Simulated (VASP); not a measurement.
## Si16Ge (a cell with a defect): single point with PBE

Si16Ge (a cell with a defect):

```xyz
17
Lattice="0.0000 5.4300 5.4300 5.4300 0.0000 5.4300 5.4300 5.4300 0.0000" Properties=species:S:1:pos:R:3 pbc="T T T"
Si    0.0005   -0.0027    0.0029
Si    1.3492    1.3467    1.3512
Si    2.7153    2.7128    0.0517
Si    4.0814    4.0787    1.3514
Si    2.7156    0.0472    2.7174
Si    4.0818    1.3465    4.0836
Si    5.3809    2.7126    2.7175
Si    6.7457    4.1130    4.1152
Si    0.0499    2.7129    2.7172
Si    1.3492    4.0789    4.0834
Si    2.7153    5.3784    2.7174
Si    4.1160    6.7436    4.1164
Si    2.7156    2.7127    5.3829
Si    4.1139    4.1122    6.7479
Si    5.4308    5.4267    5.4335
Si    6.7458    6.7449    6.7472
Ge    8.1461    8.1414    8.1488
```

- Program: VASP 6.6.1
- Task: single point
- Functional: PBE
- Potentials or basis: VASP PAW PBE potentials, release 64 (Si, Ge_d)
- Cutoff: 520 eV
- k mesh: 2 × 2 × 2
- Occupations: fermi-dirac, width 0.02 eV
- Spin: no spin polarisation
- Dipole correction: no
- Further INCAR settings: LREAL = Auto; ALGO = Normal; EDIFF = 1e-07; NBANDS = 53

The pressure is 6.7 GPa. The largest force is 0.030 eV/Å and the band gap on the k mesh is zero (band 39 reaches 6.99 eV, above the bottom of band 40 at 6.68 eV).

Forces on the atoms (eV/Å):
```
Si  -0.001  0.005 -0.005
Si   0.017  0.014  0.016
Si  -0.001  0.004 -0.015
Si  -0.017 -0.018  0.018
Si  -0.001 -0.003 -0.003
Si  -0.015  0.013 -0.013
Si   0.007  0.004 -0.004
Si   0.002 -0.010  0.010
Si  -0.007  0.004 -0.004
Si   0.016 -0.016 -0.014
Si  -0.001  0.014 -0.004
Si   0.005 -0.014  0.015
Si  -0.001  0.003  0.003
Si   0.002 -0.007  0.007
Si  -0.003  0.012 -0.013
Si   0.002 -0.010  0.010
Ge  -0.005  0.005 -0.005
```

Levels at points of the mesh, in eV from the Fermi level:
```tsv
k point	band 36	band 37	band 38	band 39	band 40	band 41	band 42	band 43
(0.00, 0.00, 0.00)	-0.81	-0.81	-0.81	-0.26	-0.26	-0.26	0.01	0.01
(0.50, 0.00, 0.00)	-1.53	-1.49	-1.49	-0.33	0.51	0.52	0.86	0.86
(0.00, 0.50, 0.00)	-1.54	-1.49	-1.49	-0.34	0.51	0.51	0.86	0.86
(0.00, 0.00, 0.50)	-1.53	-1.49	-1.49	-0.33	0.51	0.52	0.86	0.86
(0.50, 0.50, 0.50)	-1.53	-1.49	-1.49	-0.33	0.51	0.52	0.86	0.86
(0.50, 0.50, 0.00)	-2.10	-1.92	-1.32	0.05	0.79	1.03	1.03	1.04
(0.00, 0.50, 0.50)	-2.10	-1.92	-1.32	0.05	0.79	1.03	1.03	1.04
(0.50, 0.00, 0.50)	-2.10	-1.92	-1.32	0.05	0.79	1.03	1.03	1.04
```

Wall time 2 min on 1 thread of Intel(R) Xeon(R) 6975P-C (Granite Rapids), on a shared host, peak memory 0.49 GiB.

Caveat: the k points lie up to 0.50 Å⁻¹ apart.
